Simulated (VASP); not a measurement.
# Mo (Im-3m) in VASP: notebook

The runs below take Mo through relaxation of cell and atoms, with revPBE, BLYP.

Program: VASP 6.6.1. These are calculated values, not measurements. Logs are shortened: lines on timing, memory, paths and dates and some standing lists are left out, and cuts for length are marked.

**1. The cell of the first run**

Symmetry: Im-3m, No. 229, cubic system. Conventional cell: a = 3.168 Å, b = 3.168 Å, c = 3.168 Å, α = 90.00°, β = 90.00°, γ = 90.00°. Mo (site symmetry m-3m) has 14 Mo at 2.74 to 3.17 Å within 3.6 Å.

**2. Relaxation of cell and atoms, revPBE**

INCAR

```
ALGO     = Normal         # electronic algorithm
EDIFF    = 1E-7           # SCF threshold, eV
EDIFFG   = -0.02          # ionic threshold
ENCUT    = 600            # plane-wave cutoff, eV
GGA      = RE             # functional
IBRION   = 2              # ionic algorithm
ISIF     = 3              # what is computed and relaxed
ISMEAR   = -1             # smearing method
LASPH    = T              # aspherical terms in the spheres
LCHARG   = F              # write CHGCAR
LREAL    = F              # projectors in reciprocal space
LWAVE    = F              # write WAVECAR
NELM     = 100            # most SCF steps
NSW      = 80             # ionic steps
PREC     = Accurate       # precision mode
SIGMA    = 0.05           # smearing width, eV
```

KPOINTS

```
k-points
0
Gamma
  12 12 12
```

POSCAR

```
Mo
1.0
   -1.5838089719      1.5838089719      1.5838089719
    1.5838089719     -1.5838089719      1.5838089719
    1.5838089719      1.5838089719     -1.5838089719
Mo
1
Direct
    0.0000000000      0.0000000000      0.0000000000
```

Potentials or basis: VASP PAW PBE potentials, release 64 (Mo_sv).

Command:

```sh
> cat potpaw_PBE.64/Mo_sv/POTCAR > POTCAR
> mpirun -np 1 vasp_std > vasp.out
```

OUTCAR:

```text
EDIFF = 1E-7
   EDIFFG = -0.02
   ENCUT = 600
   GGA = RE
   IBRION = 2
   ISIF = 3
   ISMEAR = -1
   LASPH = T
   LREAL = F
   NELM = 100
   NSW = 80
   PREC = Accurate

 ion  position               nearest neighbor table
   1  0.000  0.000  0.000-

  LATTYP: Found a body centered cubic cell.
 ALAT       =     3.1676179438

  Lattice vectors:

 A1 = (  -1.5838089719,   1.5838089719,   1.5838089719)
 A2 = (   1.5838089719,  -1.5838089719,   1.5838089719)
 A3 = (   1.5838089719,   1.5838089719,  -1.5838089719)

Analysis of symmetry for initial positions (statically):
=====================================================================
 Subroutine PRICEL returns:
 Original cell was already a primitive cell.

 Routine SETGRP: Setting up the symmetry group for a
 body centered cubic supercell.

 Subroutine GETGRP returns: Found 48 space group operations
 (whereof 48 operations were pure point group operations)
 out of a pool of 48 trial point group operations.

The static configuration has the point symmetry O_h .

Analysis of symmetry for dynamics (positions and initial velocities):
=====================================================================
 Subroutine PRICEL returns:
 Original cell was already a primitive cell.

 Routine SETGRP: Setting up the symmetry group for a
 body centered cubic supercell.

 Subroutine GETGRP returns: Found 48 space group operations
 (whereof 48 operations were pure point group operations)
 out of a pool of 48 trial point group operations.

The dynamic configuration has the point symmetry O_h .

 Subroutine INISYM returns: Found 48 space group operations
 (whereof 48 operations are pure point group operations),
 and found     1 'primitive' translations

----------------------------------------------------------------------------------------

                                     Primitive cell

  volume of cell :      15.8916

  direct lattice vectors                    reciprocal lattice vectors
    -1.583808972  1.583808972  1.583808972     0.000000000  0.315694638  0.315694638
     1.583808972 -1.583808972  1.583808972     0.315694638  0.000000000  0.315694638
     1.583808972  1.583808972 -1.583808972     0.315694638  0.315694638  0.000000000

  length of vectors
     2.743237609  2.743237609  2.743237609     0.446459639  0.446459639  0.446459639

  position of ions in fractional coordinates (direct lattice)
     0.000000000  0.000000000  0.000000000

  ion indices of the primitive-cell ions
   primitive index   ion index
                 1           1
[... 93 lines left out ...]
  volume/ion in A,a.u.               =      15.89       107.24
  Fermi-wavevector in a.u.,A,eV,Ry     =   1.569380  2.965698 33.510508  2.462953
  Thomas-Fermi vector in A             =   2.671271
   LORBIT       =      0    0 simple, 1 ext, 2 COOP (PROOUT), +10 PAW based schemes
   GGA     = RE    functional components
   LHFCALC =     F    Hartree Fock is set to
   AEXX    =    0.0000 exact exchange contribution
   IVDW    =     0    specifies the selected vdW correction
   LEPSILON=     F    determine dielectric tensor
   LRPA    =     F    only Hartree local field effects (RPA)
 conjugate gradient relaxation of ions
 non-spin polarized calculation
  energy-cutoff  :      600.00
  volume of cell :       15.89
 maximum number of plane-waves:       555
 NGX is ok and might be reduce to    24
   NGX = 11   NGY = 11   NGZ = 11

--------------------------------------- Ionic step        1  -------------------------------------------

 number of electron      14.0000002 magnetization

 Free energy of the ion-electron system (eV)
  ---------------------------------------------------
  ext. energy  EPLUGINS =         0.00000000
  ---------------------------------------------------
  free energy    TOTEN  =       -10.49921942 eV

  energy without entropy =      -10.49663961  energy(sigma->0) =      -10.49792952

------------------------ aborting loop because EDIFF is reached ----------------------------------------

  FORCE on cell =-STRESS in cart. coord.  units (eV):
  Direction    XX          YY          ZZ          XY          YZ          ZX
  --------------------------------------------------------------------------------------
  -------------------------------------------------------------------------------------
  Total        0.0976590      0.0976590      0.0976590     -0.0000000     -0.0000000     -0.0000000
  in kB        9.8458827      9.8458827      9.8458827     -0.0000000     -0.0000000     -0.0000000
  external PRESSURE =       9.8458827 kB  Pullay stress =       0.0000000 kB
[... 57 lines left out ...]
--------------------------------------- Ionic step        3  -------------------------------------------

 number of electron      14.0000002 magnetization

 Free energy of the ion-electron system (eV)
  ---------------------------------------------------
  ext. energy  EPLUGINS =         0.00000000
  ---------------------------------------------------
  free energy    TOTEN  =       -10.49940334 eV

  energy without entropy =      -10.49680412  energy(sigma->0) =      -10.49810373

 E-fermi :  12.2782     XC(G=0): -13.2277

 val. band max:       12.2645700251   @ k =   0.5000   0.5000   0.0833
 cond. band min:      12.3240057340   @ k =  -0.3333   0.3333   0.2500
 fundamental gap:      0.0594357089
 Fermi energy:        12.2781544278

 k-point     1 :       0.0000    0.0000    0.0000
  band No.  band energies     occupation
      1     -48.9679      2.00000
      2     -22.2808      2.00000
      3     -22.2808      2.00000
      4     -22.2808      2.00000
      5       5.1658      2.00000
      6      10.9964      2.00000
      7      10.9964      2.00000
      8      10.9964      2.00000
      9      13.9515      0.00000
     10      13.9515      0.00000
     11      27.1154      0.00000
[... 309 lines left out ...]
 k-point    24 :       0.4167    0.0833    0.0833
  band No.  band energies     occupation
      1     -48.7195      2.00000
      2     -23.5053      2.00000
      3     -22.7617      2.00000
      4     -22.3783      2.00000
      5       7.6844      2.00000
      6       9.0059      2.00000
      7      12.5995      0.00323
      8      14.1270      0.00000
      9      14.6098      0.00000
     10      18.5119      0.00000
     11      23.1228      0.00000

 [... further k-points ...]

------------------------ aborting loop because EDIFF is reached ----------------------------------------

  FORCE on cell =-STRESS in cart. coord.  units (eV):
  Direction    XX          YY          ZZ          XY          YZ          ZX
  --------------------------------------------------------------------------------------
  -------------------------------------------------------------------------------------
  Total        0.0005586      0.0005586      0.0005586      0.0000000      0.0000000     -0.0000000
  in kB        0.0561051      0.0561051      0.0561051      0.0000000      0.0000000     -0.0000000
  external PRESSURE =       0.0561051 kB  Pullay stress =       0.0000000 kB
[... 16 lines left out ...]
  FREE ENERGIE OF THE ION-ELECTRON SYSTEM (eV)
  ---------------------------------------------------
  free  energy   TOTEN  =       -10.4994033384 eV

  energy  without entropy=      -10.4968041234  energy(sigma->0) =      -10.49810373

 reached required accuracy - stopping structural energy minimisation
```

OSZICAR:

```text
N       E                     dE             d eps       ncg     rms          rms(c)
DAV:   1     0.101132053767E+03    0.10113E+03   -0.89505E+03  1592   0.145E+03
DAV:   2    -0.952001845882E+01   -0.11065E+03   -0.10699E+03  1728   0.364E+02
DAV:   3    -0.111244357266E+02   -0.16044E+01   -0.15908E+01  1824   0.430E+01
[... 23 lines left out ...]
DAV:   3    -0.104992487428E+02    0.13216E-02   -0.56606E-03  1709   0.931E-01    0.229E-01
DAV:   4    -0.104994018685E+02   -0.15313E-03   -0.86498E-05  1652   0.114E-01    0.116E-02
DAV:   5    -0.104994041240E+02   -0.22555E-05   -0.10146E-05  1737   0.393E-02    0.216E-03
DAV:   6    -0.104994033050E+02    0.81900E-06   -0.19366E-07  1344   0.649E-03    0.564E-04
DAV:   7    -0.104994033384E+02   -0.33431E-07   -0.15745E-08   828   0.171E-03
   3 F= -.10499403E+02 E0= -.10498104E+02  d E =-.183914E-03
```

CONTCAR:

```text
Mo
   1.00000000000000
    -1.5858258544676189    1.5858258544676189    1.5858258544676189
     1.5858258544676189   -1.5858258544676189    1.5858258544676189
     1.5858258544676189    1.5858258544676189   -1.5858258544676189
  Mo
     1
Direct
     0.0000000000000000    0.0000000000000000    0.0000000000000000

  0.00000000E+00  0.00000000E+00  0.00000000E+00
```

It took 48 s on 1 thread of AMD EPYC 7R43 (Zen 3), shared host; peak memory 0.12 GiB.

Results:

```
Free energy                            : -10.4994 eV
Relaxed volume                         : 15.95 Å³/atom
Relaxed cell                           : a = 2.747 Å, b = 2.747 Å, c = 2.747 Å, α = 109.47°, β = 109.47°, γ = 109.47°
Space group after relaxing (to 0.05 Å) : Im-3m (No. 229)
Energy gained by relaxing              : 0.2 meV/atom
Ionic steps                            : 3
Pressure after relaxing                : 0.0 GPa
Band gap on the k mesh                 : zero (band 7 reaches 16.18 eV, above the bottom of band 8 at 11.00 eV)
```

The path:
| step | energy change (eV) | largest force (eV/Å) | pressure (GPa) | volume (Å³) |
| --- | --- | --- | --- | --- |
| 1 | 0.0000 | 0.0000 | 0.98 | 15.89 |
| 2 | 0.0011 | 0.0000 | -2.56 | 16.12 |
| 3 | -0.0002 | 0.0000 | 0.01 | 15.95 |

Final structure:
```cif
data_structure
_symmetry_space_group_name_H-M 'P 1'
_symmetry_Int_Tables_number 1
_cell_length_a 2.7467
_cell_length_b 2.7467
_cell_length_c 2.7467
_cell_angle_alpha 109.471
_cell_angle_beta 109.471
_cell_angle_gamma 109.471
_cell_volume 15.95
loop_
_atom_site_label
_atom_site_type_symbol
_atom_site_fract_x
_atom_site_fract_y
_atom_site_fract_z
_atom_site_occupancy
Mo1 Mo 0.00000 0.00000 0.00000 1
```

Levels at points of the mesh, in eV from the Fermi level:
```csv
k point,band 4,band 5,band 6,band 7,band 8,band 9,band 10,band 11
"(0.00, 0.00, 0.00)",-34.56,-7.11,-1.28,-1.28,-1.28,1.67,1.67,14.84
"(0.50, 0.00, 0.00)",-34.57,-5.15,-3.26,1.59,1.69,2.30,4.63,11.39
"(0.50, 0.50, 0.50)",-35.46,-5.24,-5.24,3.90,3.90,3.90,8.96,8.96
```

Caveat: the PAW data sets were made with another functional, which shifts forces and pressure a little.

**3. Relaxation of cell and atoms, BLYP**

INCAR

```
SYSTEM = Mo
PREC = Accurate ; ENCUT = 600
EDIFF = 1E-6 ; ISMEAR = -1
SIGMA = 0.05 ; LREAL = .False.
LASPH = .True. ; NELM = 80
ALGO = Normal ; ISIF = 3
LWAVE = .False. ; LCHARG = .False.
GGA = B5 ; ALDAX = 1.0
AGGAX = 1.0 ; AGGAC = 1.0
ALDAC = 0.0 ; IBRION = 2
NSW = 80 ; EDIFFG = -0.02
```

KPOINTS

```
Automatic mesh
0
Gamma
  12 12 12
  0 0 0
```

POSCAR is that of step 2.

Potentials or basis: VASP PAW PBE potentials, release 64 (Mo_sv).

Command:

```sh
> cat potpaw_PBE.64/Mo_sv/POTCAR > POTCAR
> mpirun -np 1 vasp_std > vasp.out
```

OUTCAR:

```text
SYSTEM = Mo
   PREC = Accurate
   ENCUT = 600
   EDIFF = 1E-6
   ISMEAR = -1
   LREAL = .False.
   LASPH = .True.
   NELM = 80
   ISIF = 3
   GGA = B5
   IBRION = 2
   NSW = 80
   EDIFFG = -0.02

 ion  position               nearest neighbor table
   1  0.000  0.000  0.000-

  LATTYP: Found a body centered cubic cell.
 ALAT       =     3.1676179438

  Lattice vectors:

 A1 = (  -1.5838089719,   1.5838089719,   1.5838089719)
 A2 = (   1.5838089719,  -1.5838089719,   1.5838089719)
 A3 = (   1.5838089719,   1.5838089719,  -1.5838089719)

Analysis of symmetry for initial positions (statically):
=====================================================================
 Subroutine PRICEL returns:
 Original cell was already a primitive cell.
[... 285 lines left out ...]

 val. band max:       12.2378820464   @ k =  -0.1667   0.2500   0.0833
 cond. band min:      12.2967830844   @ k =  -0.3333   0.3333   0.2500
 fundamental gap:      0.0589010381
 Fermi energy:        12.2800036578

 k-point     1 :       0.0000    0.0000    0.0000
  band No.  band energies     occupation
      1     -48.7830      2.00000
      2     -22.2869      2.00000
      3     -22.2869      2.00000
      4     -22.2869      2.00000
      5       5.4560      2.00000
      6      10.9828      2.00000
      7      10.9828      2.00000
      8      10.9828      2.00000
      9      13.8505      0.00000
     10      13.8505      0.00000
     11      27.2466      0.00000
[... 309 lines left out ...]
 k-point    24 :       0.4167    0.0833    0.0833
  band No.  band energies     occupation
      1     -48.5610      2.00000
      2     -23.4014      2.00000
      3     -22.7269      2.00000
      4     -22.3739      2.00000
      5       7.8927      2.00000
      6       9.1181      2.00000
      7      12.6828      0.00063
      8      13.9798      0.00000
      9      14.4353      0.00000
     10      18.2934      0.00000
     11      22.6907      0.00000

 [... further k-points ...]
[... 5 lines left out ...]
  --------------------------------------------------------------------------------------
  -------------------------------------------------------------------------------------
  Total       -0.0016562     -0.0016562     -0.0016562      0.0000000     -0.0000000      0.0000000
  in kB       -0.1611940     -0.1611940     -0.1611940      0.0000000     -0.0000000      0.0000000
  external PRESSURE =      -0.1611940 kB  Pullay stress =       0.0000000 kB
[... 16 lines left out ...]
  FREE ENERGIE OF THE ION-ELECTRON SYSTEM (eV)
  ---------------------------------------------------
  free  energy   TOTEN  =        -9.5097334179 eV

  energy  without entropy=       -9.5070411886  energy(sigma->0) =       -9.50838730

 reached required accuracy - stopping structural energy minimisation
```

It took 83 s on 1 thread of AMD EPYC 7R43 (Zen 3), shared host; peak memory 0.12 GiB.

What came out:

* Free energy: -9.5097 eV
* Relaxed volume: 16.46 Å³/atom
* Relaxed cell: a = 2.776 Å, b = 2.776 Å, c = 2.776 Å, α = 109.47°, β = 109.47°, γ = 109.47°
* Space group after relaxing (to 0.05 Å): Im-3m (No. 229)
* Energy gained by relaxing: 15.4 meV/atom
* Ionic steps: 4
* Pressure after relaxing: 0.0 GPa
* Band gap on the k mesh: zero (band 7 reaches 15.93 eV, above the bottom of band 8 at 10.98 eV)

Step by step:
| step | energy change (eV) | largest force (eV/Å) | pressure (GPa) | volume (Å³) |
| --- | --- | --- | --- | --- |
| 1 | 0.0000 | 0.0000 | 8.95 | 15.89 |
| 2 | 0.0767 | 0.0000 | -17.40 | 18.02 |
| 3 | -0.0154 | 0.0000 | -0.29 | 16.48 |
| 4 | -0.0154 | 0.0000 | -0.02 | 16.46 |

Final structure:
```
CELL_PARAMETERS angstrom
-1.60254 1.60254 1.60254
1.60254 -1.60254 1.60254
1.60254 1.60254 -1.60254
ATOMIC_POSITIONS crystal
Mo 0.00000 0.00000 0.00000
```

Caveat: the PAW data sets were made with another functional, which shifts forces and pressure a little.
